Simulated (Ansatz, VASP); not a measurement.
## SrO in VASP and in Ansatz

The input INCAR:

```
PREC = Accurate
ENCUT = 520
EDIFF = 1E-6
ISMEAR = -1
SIGMA = 0.5
LREAL = F
LASPH = T
NELM = 100
ALGO = Normal
ISIF = 2
LWAVE = F
LCHARG = F
GGA = PS
NBANDS = 24
```

The input KPOINTS:

```
Automatic mesh
0
Gamma
  6 6 4
```

The input POSCAR:

```
SrO
1.0
    4.2700192687      0.0000000000      0.0000000000
   -2.1350096344      3.6979451613      0.0000000000
    0.0000000000      0.0000000000      5.1444717958
Sr O
2 2
Direct
    0.3333333333      0.6666666667      0.9375000000
    0.6666666667      0.3333333333      0.4375000000
    0.3333333333      0.6666666667      0.4375000000
    0.6666666667      0.3333333333      0.9375000000
```

Input for Ansatz:

```yaml
crystal:
  lattice:
    - [4.2700192687, 0.0, 0.0]
    - [-2.1350096344, 3.6979451613, 0.0]
    - [0.0, 0.0, 5.1444717958]
  atoms:
    - { symbol: Sr, position: [0.3333333333, 0.6666666667, 0.9375] }
    - { symbol: Sr, position: [0.6666666667, 0.3333333333, 0.4375] }
    - { symbol: O, position: [0.3333333333, 0.6666666667, 0.4375] }
    - { symbol: O, position: [0.6666666667, 0.3333333333, 0.9375] }
kpoints:
  mp_grid: { grid: [6, 6, 4] }
hamiltonian:
  xc: pbesol
scf:
  occupations: { method: fermi_dirac, width: 0.5 }
  n_extra_bands: 5
output:
  forces: true
  stress: true
  eigenvalues: true
```

Alike in both runs: task single point; functional PBEsol; k mesh 6 × 6 × 4; occupations fermi-dirac, width 0.5 eV; no spin polarisation.

|  | VASP | Ansatz |
| --- | --- | --- |
| version | VASP 6.6.1 | Ansatz 0.2.0 |
| potentials or method | VASP PAW PBE potentials, release 64 (Sr_sv, O) | plane waves |
| plane-wave cutoff (eV) | 520 | 420 |
| valence electrons in the cell | 32 | 32 |

Ansatz gave:

| Item | Value |
| --- | --- |
| pressure (GPa) | -1.4 |
| traceless stress, the component that is largest in VASP (GPa) | -0.11 |

What did VASP give for the same quantities?

Pressure (GPa): -0.9; traceless stress, the component that is largest in VASP (GPa): -0.10.

VASP's potentials were made for PBE, not for PBEsol. With one functional, cell and mesh, what is left measures potentials, basis and numerics.
